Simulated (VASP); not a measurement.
# AlRu (P4/mmm) in VASP: a series of runs, part 2 of 2

VASP 6.6.1.

### 4 Single point, PBE (strain -0.015 along x and y, -0.030 along z)

INCAR reads:

```
PREC = Accurate
ENCUT = 520
EDIFF = 1E-6
ISMEAR = 0
SIGMA = 0.15
LREAL = False
LASPH = True
NELM = 80
ALGO = Fast
ISIF = 2
LWAVE = False
LCHARG = False
GGA = PE
NBANDS = 16
```

KPOINTS reads:

```
Automatic mesh
0
Gamma
  20 20 20
```

POSCAR reads:

```
AlRu
1.0
    2.9590234537      0.0000000000      0.0000000000
    0.0000000000      2.9590234537      0.0000000000
    0.0000000000      0.0000000000      2.9139621829
Al Ru
1 1
Direct
    0.0000000000      0.0000000000      0.0000000000
    0.5000000000      0.5000000000      0.5000000000
```

Potentials or basis: VASP PAW PBE potentials, release 64 (Al, Ru_pv).

Launch:

```
cat potpaw_PBE.64/Al/POTCAR potpaw_PBE.64/Ru_pv/POTCAR > POTCAR
mpirun -np 1 vasp_std > vasp.out
```

OUTCAR:

```text
PREC = Accurate
   ENCUT = 520
   EDIFF = 1E-6
   ISMEAR = 0
   LREAL = False
   LASPH = True
   NELM = 80
   ISIF = 2
   GGA = PE

 ion  position               nearest neighbor table
   1  0.000  0.000  0.000-   2 2.55   2 2.55   2 2.55   2 2.55   2 2.55   2 2.55   2 2.55   2 2.55

   2  0.500  0.500  0.500-   1 2.55   1 2.55   1 2.55   1 2.55   1 2.55   1 2.55   1 2.55   1 2.55

  LATTYP: Found a simple tetragonal cell.
 ALAT       =     2.9590234537
 C/A-ratio  =     0.9847715736

  Lattice vectors:

 A1 = (   2.9590234537,   0.0000000000,   0.0000000000)
 A2 = (   0.0000000000,   2.9590234537,   0.0000000000)
 A3 = (   0.0000000000,   0.0000000000,   2.9139621829)

Analysis of symmetry for initial positions (statically):
=====================================================================
 Subroutine PRICEL returns:
 Original cell was already a primitive cell.

 Routine SETGRP: Setting up the symmetry group for a
 simple tetragonal supercell.

 Subroutine GETGRP returns: Found 16 space group operations
 (whereof 16 operations were pure point group operations)
 out of a pool of 16 trial point group operations.

The static configuration has the point symmetry D_4h.

Analysis of symmetry for dynamics (positions and initial velocities):
=====================================================================
 Subroutine PRICEL returns:
 Original cell was already a primitive cell.

 Routine SETGRP: Setting up the symmetry group for a
 simple tetragonal supercell.

 Subroutine GETGRP returns: Found 16 space group operations
 (whereof 16 operations were pure point group operations)
 out of a pool of 16 trial point group operations.

The dynamic configuration has the point symmetry D_4h.

 Subroutine INISYM returns: Found 16 space group operations
 (whereof 16 operations are pure point group operations),
 and found     1 'primitive' translations
[... 112 lines left out ...]
   IALGO  =     68    algorithm
   IMIX   =      4    mixing-type and parameters
     AMIX     =   0.40;   BMIX     =  1.00
     AMIX_MAG =   1.60;   BMIX_MAG =  1.00
  volume/ion in A,a.u.               =      12.76        86.09
  Fermi-wavevector in a.u.,A,eV,Ry     =   1.429873  2.702069 27.817624  2.044538
  Thomas-Fermi vector in A             =   2.549780
   LORBIT       =      0    0 simple, 1 ext, 2 COOP (PROOUT), +10 PAW based schemes
   GGA     = PE    functional components
   LHFCALC =     F    Hartree Fock is set to
   AEXX    =    0.0000 exact exchange contribution
   IVDW    =     0    specifies the selected vdW correction
   LEPSILON=     F    determine dielectric tensor
   LRPA    =     F    only Hartree local field effects (RPA)
 non-spin polarized calculation
 RMM-DIIS sequential band-by-band and
 Gauss-broadening in eV      SIGMA  =   0.15
  energy-cutoff  :      520.00
  volume of cell :       25.51
 maximum number of plane-waves:       723
 NGX is ok and might be reduce to    24
   NGX = 11   NGY = 11   NGZ = 11

 number of electron      17.0000000 magnetization

 Free energy of the ion-electron system (eV)
  ---------------------------------------------------
  ext. energy  EPLUGINS =         0.00000000
  ---------------------------------------------------
  free energy    TOTEN  =       -14.19806038 eV

  energy without entropy =      -14.18065863  energy(sigma->0) =      -14.18935951

 E-fermi :  11.4089     XC(G=0): -12.8155

 val. band max:       11.4089061508   @ k =   0.1000   0.0000   0.0000
 cond. band min:      11.4102522542   @ k =   0.4000   0.3500   0.3500
 fundamental gap:      0.0013461034
 Fermi energy:        11.4089452698

 k-point     1 :       0.0000    0.0000    0.0000
  band No.  band energies     occupation
      1     -30.3780      2.00000
      2     -30.3780      2.00000
      3     -30.3568      2.00000
      4       1.4531      2.00000
      5       7.5715      2.00000
      6       7.5775      2.00000
[... 433 lines left out ...]
      3     -30.3480      2.00000
      4       2.4119      2.00000
      5       7.8062      2.00000
      6       7.9182      2.00000
[... 8 lines left out ...]
     15      24.7207      0.00000
     16      28.4818      0.00000

 [... further k-points ...]

------------------------ aborting loop because EDIFF is reached ----------------------------------------

  FORCE on cell =-STRESS in cart. coord.  units (eV):
  Direction    XX          YY          ZZ          XY          YZ          ZX
  --------------------------------------------------------------------------------------
  -------------------------------------------------------------------------------------
  Total        2.0866984      2.0866984      2.5801060      0.0000000     -0.0000000      0.0000000
  in kB      131.0356712    131.0356712    162.0195418      0.0000000     -0.0000000      0.0000000
  external PRESSURE =     141.3636281 kB  Pullay stress =       0.0000000 kB

 VOLUME and BASIS-vectors are now :
 -----------------------------------------------------------------------------
  energy-cutoff  :      520.00
  volume of cell :       25.51
      direct lattice vectors                 reciprocal lattice vectors
     2.959023454  0.000000000  0.000000000     0.337949332  0.000000000  0.000000000
     0.000000000  2.959023454  0.000000000     0.000000000  0.337949332  0.000000000
     0.000000000  0.000000000  2.913962183     0.000000000  0.000000000  0.343175353

 POSITION                                       TOTAL-FORCE (eV/Angst)
 -----------------------------------------------------------------------------------
      0.00000      0.00000      0.00000         0.000000      0.000000      0.000000
      1.47951      1.47951      1.45698         0.000000      0.000000      0.000000
 -----------------------------------------------------------------------------------
    total drift:                                0.000000     -0.000000     -0.000000

  FREE ENERGIE OF THE ION-ELECTRON SYSTEM (eV)
  ---------------------------------------------------
  free  energy   TOTEN  =       -14.1980603827 eV

  energy  without entropy=      -14.1806586349  energy(sigma->0) =      -14.18935951
```

stdout:

```text
POSCAR found type information on POSCAR AlRu
 POSCAR found :  2 types and       2 ions
 scaLAPACK will be used
 LDA part: xc-table for (Slater+PW92), standard interpolation
 POSCAR, INCAR and KPOINTS ok, starting setup
 FFT: planning ... GRIDC
 FFT: planning ... GRID_SOFT
 FFT: planning ... GRID
 WAVECAR not read
 entering main loop
```

Wall time 10 min (1 thread of AMD EPYC 7R13, shared host); peak memory 0.36 GiB.

Results:

| Property | Result |
| --- | --- |
| Free energy | -14.1981 eV |
| Pressure | 14.1 GPa |

Caveat: the cell differs from its parent crystal (strain -0.015 along x and y, -0.030 along z).

### 5 Single point, PBE (strain -0.030 along x and y, +0.015 along z)

INCAR reads:

```
PREC     = Accurate       # precision mode
ENCUT    = 520            # plane-wave cutoff, eV
EDIFF    = 1E-7           # SCF threshold, eV
ISMEAR   = 0              # smearing method
SIGMA    = 0.15           # smearing width, eV
LREAL    = F              # projectors in reciprocal space
LASPH    = T              # aspherical terms in the spheres
NELM     = 80             # most SCF steps
ALGO     = Fast           # electronic algorithm
ISIF     = 2              # what is computed and relaxed
LWAVE    = F              # write WAVECAR
LCHARG   = F              # write CHGCAR
GGA      = PE             # functional
NBANDS   = 16             # bands
```

KPOINTS reads:

```
regular mesh
0
Gamma
  20 20 20
```

POSCAR reads:

```
AlRu
1.0
    2.9139621829      0.0000000000      0.0000000000
    0.0000000000      2.9139621829      0.0000000000
    0.0000000000      0.0000000000      3.0491459955
Al Ru
1 1
Direct
    0.0000000000      0.0000000000      0.0000000000
    0.5000000000      0.5000000000      0.5000000000
```

Launch:

```
cat potpaw_PBE.64/Al/POTCAR potpaw_PBE.64/Ru_pv/POTCAR > POTCAR
mpirun -np 1 vasp_std > vasp.out
```

Run time: 12 min. Hardware: 1 thread of AMD EPYC 7R13, shared host; peak memory 0.36 GiB.

The run converged. Its results:

```
Free energy : -14.2087 eV
Pressure    : 10.6 GPa
```

Stress tensor (GPa, compression positive):
```
13.37  0.00  0.00
 0.00 13.37  0.00
 0.00  0.00  4.97
```

Levels at points of the mesh, in eV from the Fermi level:
```tsv
k point	band 5	band 6	band 7	band 8	band 9	band 10	band 11	band 12	band 13	band 14
(0.00, 0.00, 0.00)	-3.78	-3.75	0.09	0.09	0.38	5.32	6.71	6.71	11.05	11.19
(0.50, 0.00, 0.00)	-5.39	-2.87	-2.06	-1.51	0.39	2.68	7.37	10.42	11.60	12.73
(0.50, 0.50, 0.00)	-3.09	-1.52	-1.52	-1.23	-1.23	1.82	5.95	6.76	10.17	12.11
(0.00, 0.00, 0.50)	-5.89	-3.04	-1.49	-1.49	0.59	1.87	7.47	11.60	11.60	13.24
(0.50, 0.00, 0.50)	-3.26	-1.64	-1.32	-1.17	-1.02	1.47	5.37	6.45	11.23	12.11
(0.50, 0.50, 0.50)	-4.80	-4.80	1.53	1.89	2.78	4.01	4.32	4.32	8.60	8.60
```

Caveat: the cell differs from its parent crystal (strain -0.030 along x and y, +0.015 along z).

### 6 The runs side by side

```csv
cell,further INCAR settings,gap on the mesh (eV),pressure (GPa)
"a = 2.914, b = 2.914, c = 2.959 Å, 2 atoms",ALGO = Fast; EDIFF = 1e-06; NBANDS = 16,none,18.2
"a = 2.914, b = 2.914, c = 3.004 Å, 2 atoms",ALGO = Fast; EDIFF = 1e-06; NBANDS = 16,none,14.2
"a = 2.959, b = 2.959, c = 2.914 Å, 2 atoms",ALGO = Fast; EDIFF = 1e-06; NBANDS = 16,none,14.1
"a = 2.914, b = 2.914, c = 3.049 Å, 2 atoms",ALGO = Fast; EDIFF = 1e-07; NBANDS = 16,none,10.6
```

Alike in all rows: task single point; level PBE; potentials or basis VASP PAW PBE potentials, release 64 (Al, Ru_pv); no spin polarisation; k mesh 20 × 20 × 20; cutoff (eV) 520; smearing gaussian 0.15 eV.

Absolute energies hang on the potentials; compare differences alone.
